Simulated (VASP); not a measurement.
# Ge8N (a cell with a defect) in VASP: single point with LDA

Aim: the single point of Ge8N (a cell with a defect) with LDA.

Program: VASP 6.6.1. These are calculated values, not measurements. Logs are shortened: lines on timing, memory, paths and dates and some standing lists are left out, and cuts for length are marked.

### 1 The cell of the first run

The cell holds a defect, 9 atoms: a = 5.621 Å, b = 5.621 Å, c = 5.621 Å, α = 90.00°, β = 90.00°, γ = 90.00°.

### 2 Single point, LDA

INCAR

```
ALGO     = Normal         # electronic algorithm
EDIFF    = 1E-6           # SCF threshold, eV
ENCUT    = 520            # plane-wave cutoff, eV
GGA      = CA             # functional
ISIF     = 2              # what is computed and relaxed
ISMEAR   = 0              # smearing method
LASPH    = True           # aspherical terms in the spheres
LCHARG   = False          # write CHGCAR
LREAL    = False          # projectors in reciprocal space
LWAVE    = False          # write WAVECAR
NBANDS   = 68             # bands
NELM     = 100            # most SCF steps
PREC     = Accurate       # precision mode
SIGMA    = 0.15           # smearing width, eV
```

KPOINTS

```
k-points
0
Gamma
  6 6 6
```

POSCAR

```
Ge8N
1.0
    5.6214248924      0.0000000000      0.0000000000
    0.0000000000     -5.6214248924      0.0000000000
    0.0000000000      0.0000000000     -5.6214248924
Ge N
8 1
Direct
    0.5000000000      0.0000000000      0.0000000000
    0.0000000000      0.5000000000      0.0000000000
    0.0000000000      0.0000000000      0.5000000000
    0.5000000000      0.5000000000      0.5000000000
    0.7500000000      0.7500000000      0.7500000000
    0.2500000000      0.2500000000      0.7500000000
    0.2500000000      0.7500000000      0.2500000000
    0.7500000000      0.2500000000      0.2500000000
    1.0833333333      0.6250000000      0.6250000000
```

Potentials or basis: VASP PAW LDA potentials, release 64 (Ge_d, N).

Run with:

```bash
$ cat potpaw_LDA.64/Ge_d/POTCAR potpaw_LDA.64/N/POTCAR > POTCAR
$ mpirun -np 1 vasp_std > vasp.out
```

OUTCAR:

```text
EDIFF = 1E-6
   ENCUT = 520
   GGA = CA
   ISIF = 2
   ISMEAR = 0
   LASPH = True
   LREAL = False
   NELM = 100
   PREC = Accurate

 ion  position               nearest neighbor table
   1  0.500  0.000  0.000-   5 2.43   6 2.43   7 2.43   8 2.43
   2  0.000  0.500  0.000-   9 2.27   6 2.43   7 2.43   8 2.43   5 2.43
   3  0.000  0.000  0.500-   9 2.27   6 2.43   7 2.43   8 2.43   5 2.43
   4  0.500  0.500  0.500-   5 2.43   6 2.43   7 2.43   8 2.43
   5  0.750  0.750  0.750-   9 2.12   2 2.43   3 2.43   4 2.43   1 2.43
   6  0.250  0.250  0.750-   1 2.43   2 2.43   3 2.43   4 2.43
   7  0.250  0.750  0.250-   1 2.43   2 2.43   3 2.43   4 2.43
   8  0.750  0.250  0.250-   1 2.43   2 2.43   3 2.43   4 2.43
   9  0.083  0.625  0.625-   5 2.12   3 2.27   2 2.27

  LATTYP: Found a simple cubic cell.
 ALAT       =     5.6214248924

  Lattice vectors:

 A1 = (   5.6214248924,   0.0000000000,   0.0000000000)
 A2 = (   0.0000000000,  -5.6214248924,   0.0000000000)
 A3 = (   0.0000000000,   0.0000000000,  -5.6214248924)

Analysis of symmetry for initial positions (statically):
=====================================================================
 Subroutine PRICEL returns:
 Original cell was already a primitive cell.

 Routine SETGRP: Setting up the symmetry group for a
 simple cubic supercell.

 Subroutine GETGRP returns: Found  2 space group operations
 (whereof  2 operations were pure point group operations)
 out of a pool of 48 trial point group operations.

The static configuration has the point symmetry C_1h.

Analysis of symmetry for dynamics (positions and initial velocities):
=====================================================================
 Subroutine PRICEL returns:
 Original cell was already a primitive cell.

 Routine SETGRP: Setting up the symmetry group for a
 simple cubic supercell.

 Subroutine GETGRP returns: Found  2 space group operations
 (whereof  2 operations were pure point group operations)
 out of a pool of 48 trial point group operations.

The dynamic configuration has the point symmetry C_1h.

 Subroutine INISYM returns: Found  2 space group operations
 (whereof  2 operations are pure point group operations),
 and found     1 'primitive' translations

----------------------------------------------------------------------------------------

                                     Primitive cell

  volume of cell :     177.6394

  direct lattice vectors                    reciprocal lattice vectors
     5.621424892  0.000000000  0.000000000     0.177890841  0.000000000  0.000000000
     0.000000000 -5.621424892  0.000000000     0.000000000 -0.177890841  0.000000000
     0.000000000  0.000000000 -5.621424892     0.000000000  0.000000000 -0.177890841

  length of vectors
     5.621424892  5.621424892  5.621424892     0.177890841  0.177890841  0.177890841

  position of ions in fractional coordinates (direct lattice)
     0.500000000  0.000000000  0.000000000
     0.000000000  0.500000000  0.000000000
     0.000000000  0.000000000  0.500000000
     0.500000000  0.500000000  0.500000000
     0.750000000  0.750000000  0.750000000
     0.250000000  0.250000000  0.750000000
     0.250000000  0.750000000  0.250000000
     0.750000000  0.250000000  0.250000000
     0.083333333  0.625000000  0.625000000

  ion indices of the primitive-cell ions
   primitive index   ion index
                 1           1
                 2           2
                 3           3
                 4           4
                 5           5
                 6           6
                 7           7
                 8           8
                 9           9

----------------------------------------------------------------------------------------

 KPOINTS: k-points

Automatic generation of k-mesh.
 Grid dimensions read from file:
 generate k-points for:    6    6    6

 Generating k-lattice:

  Cartesian coordinates                     Fractional coordinates (reciprocal lattice)
     0.029648473  0.000000000  0.000000000     0.166666667  0.000000000  0.000000000
     0.000000000 -0.029648473  0.000000000     0.000000000  0.166666667  0.000000000
     0.000000000  0.000000000 -0.029648473     0.000000000  0.000000000  0.166666667

  Length of vectors
     0.029648473  0.029648473  0.029648473

  Shift w.r.t. Gamma in fractional coordinates (k-lattice)
     0.000000000  0.000000000  0.000000000

 Subroutine IBZKPT returns following result:
 ===========================================

 Found     68 irreducible k-points:

 Following reciprocal coordinates:
            Coordinates               Weight
  0.000000  0.000000  0.000000      1.000000
  0.166667  0.000000  0.000000      2.000000
  0.000000  0.166667  0.000000      4.000000
  0.333333  0.000000  0.000000      2.000000
  0.000000  0.333333  0.000000      4.000000
  0.500000  0.000000  0.000000      1.000000
[... 16 lines left out ...]
 -0.333333  0.333333  0.000000      4.000000
  0.000000 -0.333333  0.333333      2.000000
 [... further k-points ...]
   k-points           NKPTS =     68   k-points in BZ     NKDIM =     68   number of bands    NBANDS=     68
   number of dos      NEDOS =    301   number of ions     NIONS =      9
   total plane-waves  NPLWV =  74088
   dimension x,y,z NGX =    42 NGY =   42 NGZ =   42
   dimension x,y,z NGXF=    84 NGYF=   84 NGZF=   84
   ions per type =               8   1
   NGX,Y,Z   is equivalent  to a cutoff of  12.42, 12.42, 12.42 a.u.
   NGXF,Y,Z  is equivalent  to a cutoff of  24.84, 24.84, 24.84 a.u.
 SYSTEM =  unknown system
   PREC   = accura    normal or accurate (medium, high low for compatibility)
   ISTART =      0    job   : 0-new  1-cont  2-samecut
   ICHARG =      2    charge: 1-file 2-atom 10-const
   ISPIN  =      1    spin polarized calculation?
   LNONCOLLINEAR =      F non collinear calculations
   LSORBIT =      F    spin-orbit coupling
   LASPH  =      T    aspherical Exc in radial PAW
   ENCUT  =  520.0 eV  38.22 Ry    6.18 a.u.  10.45 10.45 10.45*2*pi/ulx,y,z
   NELM   =    100;   NELMIN=  2; NELMDL= -5     # of ELM steps
   EDIFF  = 0.1E-05   stopping-criterion for ELM
   LREAL  =      F    real-space projection
   EDIFFG = 0.1E-04   stopping-criterion for IOM
   NSW    =      0    number of steps for IOM
   IBRION =     -1    ionic relax: 0-MD 1-quasi-New 2-CG
   NFREE  =      0    steps in history (QN), initial steepest desc. (CG)
   ISIF   =      2    stress and relaxation
   ISYM   =      2    0-nonsym 1-usesym 2-fastsym
   POTIM  = 0.5000    time-step for ionic-motion
   TEBEG  =    0.0;   TEEND  =   0.0 temperature during run
   PSTRESS=    0.0 pullay stress
   NELECT =     117.0000    total number of electrons
   NUPDOWN=      -1.0000    fix difference up-down
   EMIN   =  10.00;   EMAX   =-10.00  energy-range for DOS
   EFERMI =   0.00;   METHOD = LEGACY
   ISMEAR =     0;   SIGMA  =   0.15  broadening in eV -4-tet -1-fermi 0-gaus
   EFERMI_NEDOS =   21; number of points for ismear=-14 and -15
   IALGO  =     38    algorithm
   IMIX   =      4    mixing-type and parameters
     AMIX     =   0.40;   BMIX     =  1.00
     AMIX_MAG =   1.60;   BMIX_MAG =  1.00
  volume/ion in A,a.u.               =      19.74       133.20
  Fermi-wavevector in a.u.,A,eV,Ry     =   1.424373  2.691675 27.604019  2.028838
  Thomas-Fermi vector in A             =   2.544871
   LORBIT       =      0    0 simple, 1 ext, 2 COOP (PROOUT), +10 PAW based schemes
   GGA     = CA    functional components
   LHFCALC =     F    Hartree Fock is set to
   AEXX    =    0.0000 exact exchange contribution
   IVDW    =     0    specifies the selected vdW correction
   LEPSILON=     F    determine dielectric tensor
   LRPA    =     F    only Hartree local field effects (RPA)
 non-spin polarized calculation
 Gauss-broadening in eV      SIGMA  =   0.15
  energy-cutoff  :      520.00
  volume of cell :      177.64
 maximum number of plane-waves:      4801
 NGX is ok and might be reduce to    42
   NGX = 21   NGY = 21   NGZ = 21

 number of electron     116.9999767 magnetization

 Free energy of the ion-electron system (eV)
  ---------------------------------------------------
  ext. energy  EPLUGINS =         0.00000000
  ---------------------------------------------------
  free energy    TOTEN  =       -46.89108745 eV

  energy without entropy =      -46.85313742  energy(sigma->0) =      -46.87211243

 E-fermi :   5.1227     XC(G=0): -10.6919

 val. band max:        5.1209406122   @ k =   0.1667   0.1667   0.0000
 cond. band min:       5.1467574166   @ k =  -0.1667  -0.3333   0.1667
 fundamental gap:      0.0258168044
 Fermi energy:         5.1226622320

 k-point     1 :       0.0000    0.0000    0.0000
  band No.  band energies     occupation
      1     -19.9646      2.00000
      2     -19.9287      2.00000
      3     -19.9081      2.00000
      4     -19.8828      2.00000
      5     -19.8791      2.00000
      6     -19.8717      2.00000
[... 60 lines left out ...]
     67       8.7670      0.00000
     68       9.3145      0.00000

 k-point     2 :       0.1667    0.0000    0.0000
  band No.  band energies     occupation
      1     -19.9653      2.00000
      2     -19.9309      2.00000
      3     -19.9098      2.00000
      4     -19.8834      2.00000
      5     -19.8797      2.00000
      6     -19.8763      2.00000
[... 60 lines left out ...]
     67       8.8524      0.00000
     68       9.2712      0.00000

 k-point     3 :       0.0000    0.1667    0.0000
  band No.  band energies     occupation
      1     -19.9657      2.00000
      2     -19.9304      2.00000
      3     -19.9105      2.00000
      4     -19.8908      2.00000
      5     -19.8749      2.00000
      6     -19.8711      2.00000
[... 1480 lines left out ...]
     67       9.5579      0.00000
     68       9.6792      0.00000

 k-point    24 :       0.0000   -0.3333    0.3333
  band No.  band energies     occupation
      1     -19.9683      2.00000
      2     -19.9355      2.00000
      3     -19.9159      2.00000
      4     -19.8974      2.00000
      5     -19.8837      2.00000
      6     -19.8637      2.00000
[... 60 lines left out ...]
     67       9.4094      0.00000
     68       9.8312      0.00000

 [... further k-points ...]

------------------------ aborting loop because EDIFF is reached ----------------------------------------

  FORCE on cell =-STRESS in cart. coord.  units (eV):
  Direction    XX          YY          ZZ          XY          YZ          ZX
  --------------------------------------------------------------------------------------
  -------------------------------------------------------------------------------------
  Total        2.5508792      1.7195792      1.7195792      0.0051507     -0.1912881      0.0051506
  in kB       23.0070663     15.5093471     15.5093471      0.0464553     -1.7252792      0.0464550
  external PRESSURE =      18.0085868 kB  Pullay stress =       0.0000000 kB

 VOLUME and BASIS-vectors are now :
 -----------------------------------------------------------------------------
  energy-cutoff  :      520.00
  volume of cell :      177.64
      direct lattice vectors                 reciprocal lattice vectors
     5.621424892  0.000000000  0.000000000     0.177890841  0.000000000  0.000000000
     0.000000000 -5.621424892  0.000000000     0.000000000 -0.177890841  0.000000000
     0.000000000  0.000000000 -5.621424892     0.000000000  0.000000000 -0.177890841

 POSITION                                       TOTAL-FORCE (eV/Angst)
 -----------------------------------------------------------------------------------
      2.81071      0.00000      0.00000         0.102379     -0.269360     -0.269360
      0.00000     -2.81071      0.00000         0.649232     -0.326810      0.023602
      0.00000      0.00000     -2.81071         0.649232      0.023602     -0.326810
      2.81071     -2.81071     -2.81071        -0.121335     -0.207514     -0.207514
      4.21607     -4.21607     -4.21607        -0.141371      0.695195      0.695195
      1.40536     -1.40536     -4.21607        -0.269441     -0.049682      0.466968
      1.40536     -4.21607     -1.40536        -0.269441      0.466968     -0.049682
      4.21607     -1.40536     -1.40536        -0.326467      0.108808      0.108808
      0.46845     -3.51339     -3.51339        -0.272789     -0.441207     -0.441207
 -----------------------------------------------------------------------------------
    total drift:                                0.000287      0.000205      0.000204

  FREE ENERGIE OF THE ION-ELECTRON SYSTEM (eV)
  ---------------------------------------------------
  free  energy   TOTEN  =       -46.8910874492 eV

  energy  without entropy=      -46.8531374174  energy(sigma->0) =      -46.87211243
```

Run time: 23 min. Hardware: 1 thread of Intel Xeon Platinum 8488C (Sapphire Rapids), shared host; peak memory 0.59 GiB.

Results:

```
Free energy            : -46.8911 eV
Pressure               : 1.8 GPa
Largest force          : 0.993 eV/Å
Band gap on the k mesh : zero (an odd number of electrons rules out a gap without spin polarisation)
```

Forces on the atoms (eV/Å):
```
Ge   0.102 -0.269 -0.269
Ge   0.649 -0.327  0.024
Ge   0.649  0.024 -0.327
Ge  -0.121 -0.208 -0.208
Ge  -0.141  0.695  0.695
Ge  -0.269 -0.050  0.467
Ge  -0.269  0.467 -0.050
Ge  -0.326  0.109  0.109
N   -0.273 -0.441 -0.441
```

Caveat: an odd number of electrons without spin polarisation forces a metal; a magnetic or distorted state may lie lower.

The gap in the log of VASP goes by the Fermi energy; the results here count the filled bands.